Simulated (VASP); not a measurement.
# W (P6_3/mmc) in VASP: further runs

Runs on W. Level: PBEsol. Tasks: single point, relaxation of cell and atoms.

Everything below comes from runs of VASP 6.6.1. Logs are shortened: lines on timing, memory, paths and dates and some standing lists are left out, and cuts for length are marked.

## (1) The cell of the first run

The structure is hexagonal, space group P6_3/mmc (No. 194). The conventional cell has a = 2.602 Å, b = 2.602 Å, c = 4.476 Å, α = 90.00°, β = 90.00°, γ = 120.00°. W (site symmetry -6m2) has 12 W at 2.60 to 2.70 Å within 3.4 Å.

## (2) Single point, PBEsol

INCAR

```
  PREC = Accurate
  ENCUT = 500
  EDIFF = 1E-6
  ISMEAR = -1
  SIGMA = 0.1
  LREAL = F
  LASPH = T
  NELM = 120
  ALGO = Normal
  ISIF = 2
  LWAVE = F
  LCHARG = T
  GGA = PS
  LELF = T
  LVHAR = T
  NBANDS = 21
  GGA_COMPAT = F
```

KPOINTS

```
regular mesh
0
Gamma
  17 17 9
```

POSCAR

```
W
1.0
    2.6015034740      0.0000000000      0.0000000000
   -1.3007517370      2.2529680965      0.0000000000
    0.0000000000      0.0000000000      4.4763208745
W
2
Direct
    0.3333333333      0.6666666667      0.2500000000
    0.6666666667      0.3333333333      0.7500000000
```

Potentials or basis: VASP PAW PBE potentials, release 64 (W_sv).

On the command line:

```console
cat potpaw_PBE.64/W_sv/POTCAR > POTCAR
mpirun -np 1 vasp_std > vasp.out
```

OUTCAR:

```text
PREC = Accurate
   ENCUT = 500
   EDIFF = 1E-6
   ISMEAR = -1
   LREAL = F
   LASPH = T
   NELM = 120
   ISIF = 2
   GGA = PS

 ion  position               nearest neighbor table
   1  0.333  0.667  0.250-   2 2.70   2 2.70   2 2.70   2 2.70   2 2.70   2 2.70
   2  0.667  0.333  0.750-   1 2.70   1 2.70   1 2.70   1 2.70   1 2.70   1 2.70

  LATTYP: Found a hexagonal cell.
 ALAT       =     2.6015034740
 C/A-ratio  =     1.7206668833

  Lattice vectors:

 A1 = (   2.6015034740,   0.0000000000,   0.0000000000)
 A2 = (  -1.3007517370,   2.2529680965,   0.0000000000)
 A3 = (   0.0000000000,   0.0000000000,   4.4763208745)

Analysis of symmetry for initial positions (statically):
=====================================================================
 Subroutine PRICEL returns:
 Original cell was already a primitive cell.

 Routine SETGRP: Setting up the symmetry group for a
 hexagonal supercell.

 Subroutine GETGRP returns: Found 24 space group operations
 (whereof 12 operations were pure point group operations)
 out of a pool of 24 trial point group operations.

The static configuration has the point symmetry D_3d.
 The point group associated with its full space group is D_6h.

Analysis of symmetry for dynamics (positions and initial velocities):
=====================================================================
 Subroutine PRICEL returns:
 Original cell was already a primitive cell.

 Routine SETGRP: Setting up the symmetry group for a
 hexagonal supercell.

 Subroutine GETGRP returns: Found 24 space group operations
 (whereof 12 operations were pure point group operations)
 out of a pool of 24 trial point group operations.

The dynamic configuration has the point symmetry D_3d.
 The point group associated with its full space group is D_6h.

 Subroutine INISYM returns: Found 24 space group operations
 (whereof 12 operations are pure point group operations),
 and found     1 'primitive' translations

----------------------------------------------------------------------------------------

                                     Primitive cell

  volume of cell :      26.2362

  direct lattice vectors                    reciprocal lattice vectors
     2.601503474  0.000000000  0.000000000     0.384393106  0.221929463  0.000000000
    -1.300751737  2.252968097  0.000000000     0.000000000  0.443858926  0.000000000
     0.000000000  0.000000000  4.476320874     0.000000000  0.000000000  0.223397747

  length of vectors
     2.601503474  2.601503474  4.476320874     0.443858926  0.443858926  0.223397747

  position of ions in fractional coordinates (direct lattice)
     0.333333333  0.666666667  0.250000000
     0.666666667  0.333333333  0.750000000

  ion indices of the primitive-cell ions
   primitive index   ion index
                 1           1
                 2           2

----------------------------------------------------------------------------------------

 KPOINTS: regular mesh

Automatic generation of k-mesh.
 Grid dimensions read from file:
 generate k-points for:   17   17    9

 Generating k-lattice:

  Cartesian coordinates                     Fractional coordinates (reciprocal lattice)
     0.022611359  0.013054674  0.000000000     0.058823529  0.000000000  0.000000000
     0.000000000  0.026109349  0.000000000     0.000000000  0.058823529  0.000000000
     0.000000000  0.000000000  0.024821972     0.000000000  0.000000000  0.111111111

  Length of vectors
     0.026109349  0.026109349  0.024821972

  Shift w.r.t. Gamma in fractional coordinates (k-lattice)
     0.000000000  0.000000000  0.000000000

 Subroutine IBZKPT returns following result:
 ===========================================

 Found    165 irreducible k-points:

 Following reciprocal coordinates:
            Coordinates               Weight
  0.000000  0.000000  0.000000      1.000000
  0.058824  0.000000  0.000000      6.000000
  0.117647  0.000000  0.000000      6.000000
  0.176471  0.000000  0.000000      6.000000
  0.235294  0.000000  0.000000      6.000000
  0.294118  0.000000  0.000000      6.000000
[... 16 lines left out ...]
  0.411765  0.117647  0.000000     12.000000
  0.176471  0.176471  0.000000      6.000000
 [... further k-points ...]
   k-points           NKPTS =    165   k-points in BZ     NKDIM =    165   number of bands    NBANDS=     21
   number of dos      NEDOS =    301   number of ions     NIONS =      2
   total plane-waves  NPLWV =  14400
   dimension x,y,z NGX =    20 NGY =   20 NGZ =   36
   dimension x,y,z NGXF=    40 NGYF=   40 NGZF=   72
   ions per type =               2
   NGX,Y,Z   is equivalent  to a cutoff of  12.78, 12.78, 13.37 a.u.
   NGXF,Y,Z  is equivalent  to a cutoff of  25.56, 25.56, 26.74 a.u.
 SYSTEM =  unknown system
   PREC   = accura    normal or accurate (medium, high low for compatibility)
   ISTART =      0    job   : 0-new  1-cont  2-samecut
   ICHARG =      2    charge: 1-file 2-atom 10-const
   ISPIN  =      1    spin polarized calculation?
   LNONCOLLINEAR =      F non collinear calculations
   LSORBIT =      F    spin-orbit coupling
   LASPH  =      T    aspherical Exc in radial PAW
   ENCUT  =  500.0 eV  36.75 Ry    6.06 a.u.   4.74  4.74  8.16*2*pi/ulx,y,z
   NELM   =    120;   NELMIN=  2; NELMDL= -5     # of ELM steps
   EDIFF  = 0.1E-05   stopping-criterion for ELM
   LREAL  =      F    real-space projection
   EDIFFG = 0.1E-04   stopping-criterion for IOM
   NSW    =      0    number of steps for IOM
   IBRION =     -1    ionic relax: 0-MD 1-quasi-New 2-CG
   NFREE  =      0    steps in history (QN), initial steepest desc. (CG)
   ISIF   =      2    stress and relaxation
   ISYM   =      2    0-nonsym 1-usesym 2-fastsym
   POTIM  = 0.5000    time-step for ionic-motion
   TEBEG  =    0.0;   TEEND  =   0.0 temperature during run
   PSTRESS=    0.0 pullay stress
   NELECT =      28.0000    total number of electrons
   NUPDOWN=      -1.0000    fix difference up-down
   EMIN   =  10.00;   EMAX   =-10.00  energy-range for DOS
   EFERMI =   0.00;   METHOD = LEGACY
   ISMEAR =    -1;   SIGMA  =   0.10  broadening in eV -4-tet -1-fermi 0-gaus
   EFERMI_NEDOS =   21; number of points for ismear=-14 and -15
   IALGO  =     38    algorithm
   IMIX   =      4    mixing-type and parameters
     AMIX     =   0.40;   BMIX     =  1.00
     AMIX_MAG =   1.60;   BMIX_MAG =  1.00
  volume/ion in A,a.u.               =      13.12        88.53
  Fermi-wavevector in a.u.,A,eV,Ry     =   1.672992  3.161497 38.081392  2.798903
  Thomas-Fermi vector in A             =   2.758042
   LORBIT       =      0    0 simple, 1 ext, 2 COOP (PROOUT), +10 PAW based schemes
   GGA     = PS    functional components
   LHFCALC =     F    Hartree Fock is set to
   AEXX    =    0.0000 exact exchange contribution
   IVDW    =     0    specifies the selected vdW correction
   LEPSILON=     F    determine dielectric tensor
   LRPA    =     F    only Hartree local field effects (RPA)
 non-spin polarized calculation
  energy-cutoff  :      500.00
  volume of cell :       26.24
 maximum number of plane-waves:       683
 NGX is ok and might be reduce to    20

 number of electron      28.0000000 magnetization

 Free energy of the ion-electron system (eV)
  ---------------------------------------------------
  ext. energy  EPLUGINS =         0.00000000
  ---------------------------------------------------
  free energy    TOTEN  =       -25.20272415 eV

  energy without entropy =      -25.14108710  energy(sigma->0) =      -25.17190562

 E-fermi :  13.7870     XC(G=0): -14.8487

 val. band max:       13.7634382321   @ k =   0.2941   0.0588   0.1111
 cond. band min:      13.7905301718   @ k =   0.1765   0.1765   0.2222
 fundamental gap:      0.0270919397
 Fermi energy:        13.7869884073

 k-point     1 :       0.0000    0.0000    0.0000
  band No.  band energies     occupation
      1     -59.6475      2.00000
      2     -59.4167      2.00000
      3     -25.1008      2.00000
      4     -22.9755      2.00000
      5     -22.9642      2.00000
      6     -22.9642      2.00000
[... 13 lines left out ...]
     20      19.3360      0.00000
     21      26.0281      0.00000

 k-point     2 :       0.0588    0.0000    0.0000
  band No.  band energies     occupation
      1     -59.6381      2.00000
      2     -59.4107      2.00000
      3     -25.0753      2.00000
      4     -23.0424      2.00000
      5     -22.9863      2.00000
      6     -22.9810      2.00000
[... 13 lines left out ...]
     20      19.9684      0.00000
     21      26.1076      0.00000

 k-point     3 :       0.1176    0.0000    0.0000
  band No.  band energies     occupation
      1     -59.6108      2.00000
      2     -59.3935      2.00000
      3     -25.0006      2.00000
      4     -23.2642      2.00000
      5     -23.0481      2.00000
      6     -23.0374      2.00000
[... 13 lines left out ...]
     20      21.3068      0.00000
     21      26.1695      0.00000

 k-point     4 :       0.1765    0.0000    0.0000
  band No.  band energies     occupation
      1     -59.5687      2.00000
      2     -59.3678      2.00000
      3     -24.8819      2.00000
      4     -23.5939      2.00000
      5     -23.3632      2.00000
      6     -23.1385      2.00000
[... 13 lines left out ...]
     20      22.8248      0.00000
     21      25.9616      0.00000

 k-point     5 :       0.2353    0.0000    0.0000
  band No.  band energies     occupation
      1     -59.5168      2.00000
      2     -59.3377      2.00000
      3     -24.7276      2.00000
      4     -23.9810      2.00000
      5     -23.7363      2.00000
      6     -23.2432      2.00000
[... 13 lines left out ...]
     20      24.3125      0.00000
     21      25.4909      0.00000
[... 382 lines left out ...]
     20      25.1997      0.00000
     21      27.7832      0.00000

 k-point    22 :       0.3529    0.1176    0.0000
  band No.  band energies     occupation
      1     -59.3521      2.00000
      2     -59.2644      2.00000
      3     -24.8893      2.00000
      4     -24.6037      2.00000
      5     -24.1460      2.00000
      6     -23.6661      2.00000
[... 13 lines left out ...]
     20      25.9667      0.00000
     21      26.7141      0.00000

 k-point    23 :       0.4118    0.1176    0.0000
  band No.  band energies     occupation
      1     -59.3278      2.00000
      2     -59.2595      2.00000
      3     -25.0077      2.00000
      4     -24.6977      2.00000
      5     -24.0345      2.00000
      6     -23.7186      2.00000
[... 13 lines left out ...]
     20      25.1359      0.00000
     21      26.4829      0.00000

 k-point    24 :       0.1765    0.1765    0.0000
  band No.  band energies     occupation
      1     -59.4483      2.00000
      2     -59.3018      2.00000
      3     -24.5086      2.00000
      4     -24.2216      2.00000
      5     -24.2147      2.00000
      6     -23.4249      2.00000
[... 13 lines left out ...]
     20      25.1763      0.00000
     21      26.7216      0.00000

 [... further k-points ...]
[... 5 lines left out ...]
  --------------------------------------------------------------------------------------
  -------------------------------------------------------------------------------------
  Total       14.8171542     14.8171542     14.7799558     -0.0000000      0.0000000      0.0000000
  in kB      904.8461061    904.8461061    902.5744904     -0.0000000      0.0000000      0.0000000
  external PRESSURE =     904.0889009 kB  Pullay stress =       0.0000000 kB

 VOLUME and BASIS-vectors are now :
 -----------------------------------------------------------------------------
  energy-cutoff  :      500.00
  volume of cell :       26.24
      direct lattice vectors                 reciprocal lattice vectors
     2.601503474  0.000000000  0.000000000     0.384393106  0.221929463  0.000000000
    -1.300751737  2.252968097  0.000000000     0.000000000  0.443858926  0.000000000
     0.000000000  0.000000000  4.476320874     0.000000000  0.000000000  0.223397747

 POSITION                                       TOTAL-FORCE (eV/Angst)
 -----------------------------------------------------------------------------------
     -0.00000      1.50198      1.11908        -0.000000      0.000000      0.000000
      1.30075      0.75099      3.35724         0.000000     -0.000000      0.000000
 -----------------------------------------------------------------------------------
    total drift:                               -0.000000      0.000000     -0.000000

  FREE ENERGIE OF THE ION-ELECTRON SYSTEM (eV)
  ---------------------------------------------------
  free  energy   TOTEN  =       -25.2027241459 eV

  energy  without entropy=      -25.1410871013  energy(sigma->0) =      -25.17190562
```

Wall time 40 s (1 thread of Intel Xeon Platinum 8488C (Sapphire Rapids), shared host); peak memory 0.19 GiB.

What came out:

| Item | Value |
| --- | --- |
| Free energy | -25.2027 eV |
| Pressure | 90.4 GPa |
| Band gap on the k mesh | zero (band 14 reaches 15.31 eV, above the bottom of band 15 at 12.99 eV) |

Stress tensor (GPa, compression positive):
```
90.48  0.00  0.00
 0.00 90.48  0.00
 0.00  0.00 90.26
```

Levels at points of the mesh, in eV from the Fermi level:
```
           k point  band 11  band 12  band 13  band 14  band 15  band 16  band 17  band 18
(0.00, 0.00, 0.00)    -1.93    -0.88    -0.88     0.04     0.04     0.91     2.09     2.09
```

Caveat: the PAW data sets were made with another functional, which shifts forces and pressure a little; spin-orbit coupling is left out, which moves the levels of the heavy elements.

## (3) Single point, PBEsol

INCAR

```
PREC     = Accurate       # precision mode
ENCUT    = 500            # plane-wave cutoff, eV
EDIFF    = 1E-6           # SCF threshold, eV
ISMEAR   = -1             # smearing method
SIGMA    = 0.1            # smearing width, eV
LREAL    = False          # projectors in reciprocal space
LASPH    = True           # aspherical terms in the spheres
NELM     = 120            # most SCF steps
ALGO     = Normal         # electronic algorithm
ISIF     = 2              # what is computed and relaxed
LWAVE    = False          # write WAVECAR
LCHARG   = False          # write CHGCAR
GGA      = PS             # functional
NBANDS   = 21             # bands
GGA_COMPAT= False
```

KPOINTS

```
Automatic mesh
0
Gamma
  17 17 9
```

POSCAR

```
W
1.0
    2.6008073678      0.0000000000      0.0000000000
   -1.3004036839      2.2523652509      0.0000000000
    0.0000000000      0.0000000000      4.4751265884
W
2
Direct
    0.3333333333      0.6666666667      0.2500000000
    0.6666666667      0.3333333333      0.7500000000
```

Potentials or basis: VASP PAW PBE potentials, release 64 (W_sv).

On the command line:

```console
cat potpaw_PBE.64/W_sv/POTCAR > POTCAR
mpirun -np 1 vasp_std > vasp.out
```

Run time: 40 s. Hardware: 1 thread of Intel Xeon Platinum 8488C (Sapphire Rapids), shared host; peak memory 0.19 GiB.

It converged, with:

* Free energy: -25.1908 eV
* Pressure: 90.9 GPa
* Band gap on the k mesh: zero (band 14 reaches 15.33 eV, above the bottom of band 15 at 13.01 eV)

Stress tensor (GPa, compression positive):
```
91.01  0.00  0.00
 0.00 91.01  0.00
 0.00  0.00 90.72
```

Levels at points of the mesh, in eV from the Fermi level:
| k point | band 12 | band 13 | band 14 | band 15 | band 16 | band 17 |
| --- | --- | --- | --- | --- | --- | --- |
| (0.00, 0.00, 0.00) | -0.89 | -0.89 | 0.04 | 0.04 | 0.92 | 2.09 |

Caveat: the PAW data sets were made with another functional, which shifts forces and pressure a little; spin-orbit coupling is left out, which moves the levels of the heavy elements.

## (4) Relaxation of cell and atoms, PBEsol, target pressure 88 GPa, at which the enthalpy is minimised

This run uses another cell than the first one, of the same volume but with other edges.

INCAR

```
SYSTEM = W
  PREC = Accurate
  ENCUT = 500
  EDIFF = 1E-7
  ISMEAR = -1
  SIGMA = 0.1
  LREAL = .False.
  LASPH = .True.
  NELM = 120
  ALGO = Normal
  ISIF = 3
  LWAVE = .False.
  LCHARG = .False.
  GGA = PS
  IBRION = 2
  NSW = 60
  EDIFFG = -0.005
  PSTRESS = 880.0
  GGA_COMPAT = .False.
  NELMIN = 4
```

KPOINTS

```
regular mesh
0
Gamma
  17 17 9
  0 0 0
```

POSCAR

```
W
1.0
    2.6528107694      0.0000000000      0.0000000000
   -1.3264053847      2.2974015178      0.0000000000
    0.0000000000      0.0000000000      4.2975534465
W
2
Direct
    0.3333333333      0.6666666667      0.2500000000
    0.6666666667      0.3333333333      0.7500000000
```

On the command line:

```console
cat potpaw_PBE.64/W_sv/POTCAR > POTCAR
mpirun -np 1 vasp_std > vasp.out
```

Wall time 3.9 min (1 thread of Intel Xeon Platinum 8488C (Sapphire Rapids), shared host); peak memory 0.19 GiB.

It converged, with:

```yaml
Free_energy: -25.2608 eV
Relaxed_volume: 13.17 Å³/atom
Relaxed_cell: a = 2.605 Å, b = 2.605 Å, c = 4.482 Å, α = 90.00°, β = 90.00°, γ = 120.00°
Space_group_after_relaxing_to_0.05_Å: P6_3/mmc (No. 194)
Energy_change_on_relaxing_the_enthalpy_is_what_falls: -63.5 meV/atom
Ionic_steps: 11
Pressure_after_relaxing: 88.0 GPa
Band_gap_on_the_k_mesh: zero (band 14 reaches 15.24 eV, above the bottom of band 15 at 12.94 eV)
```

The path:
| step | energy change (eV) | largest force (eV/Å) | pressure (GPa) | volume (Å³) |
| --- | --- | --- | --- | --- |
| 1 | 0.0000 | 0.0000 | 88.35 | 26.19 |
| 2 | -0.0845 | 0.0000 | 87.72 | 26.29 |
| 3 | -0.0667 | 0.0000 | 89.46 | 26.48 |
| 4 | -0.1181 | 0.0000 | 87.55 | 26.33 |
| 5 | -0.1457 | 0.0000 | 87.50 | 26.38 |
| 6 | -0.1375 | 0.0000 | 87.48 | 26.36 |
| 7 | -0.1390 | 0.0000 | 87.49 | 26.36 |
| 8 | -0.0353 | 0.0000 | 91.97 | 26.18 |
| 9 | -0.1275 | 0.0000 | 87.99 | 26.34 |
| 10 | -0.1277 | 0.0000 | 87.99 | 26.34 |
| 11 | -0.1269 | 0.0000 | 87.99 | 26.34 |

Final structure:
```
CELL_PARAMETERS angstrom
2.60495 0.00000 0.00000
-1.30248 2.25595 0.00000
0.00000 0.00000 4.48225
ATOMIC_POSITIONS crystal
W 0.33333 0.66667 0.25000
W 0.66667 0.33333 0.75000
```

Levels at points of the mesh, in eV from the Fermi level:
| k point | band 11 | band 12 | band 13 | band 14 | band 15 | band 16 | band 17 | band 18 |
| --- | --- | --- | --- | --- | --- | --- | --- | --- |
| (0.00, 0.00, 0.00) | -1.91 | -0.87 | -0.87 | 0.05 | 0.05 | 0.89 | 2.09 | 2.09 |

Caveat: the cell is relaxed towards a set pressure, so the enthalpy falls and the energy may rise; the PAW data sets were made with another functional, which shifts forces and pressure a little; spin-orbit coupling is left out, which moves the levels of the heavy elements.

## (5) Overview

```csv
task,cell,gap on the mesh (eV),pressure (GPa)
single point,"a = 2.602, b = 2.602, c = 4.476 Å, angles 90.0, 90.0, 120.0°, 2 atoms",none,90.4
single point,"a = 2.601, b = 2.601, c = 4.475 Å, angles 90.0, 90.0, 120.0°, 2 atoms",none,90.9
relaxation of cell and atoms,"relaxed to 88 GPa from a = 2.653, b = 2.653, c = 4.298 Å, angles 90.0, 90.0, 120.0°, 2 atoms",none,88.0
```

Alike in all rows: level PBEsol; potentials or basis VASP PAW PBE potentials, release 64 (W_sv); no spin polarisation; k mesh 17 × 17 × 9; cutoff (eV) 500; smearing fermi-dirac 0.1 eV.

Caveats: the PAW data sets were made with another functional, which shifts forces and pressure a little; spin-orbit coupling is left out, which moves the levels of the heavy elements; the cell is relaxed towards a set pressure, so the enthalpy falls and the energy may rise (some runs).

Absolute energies hang on the potentials; compare differences alone.
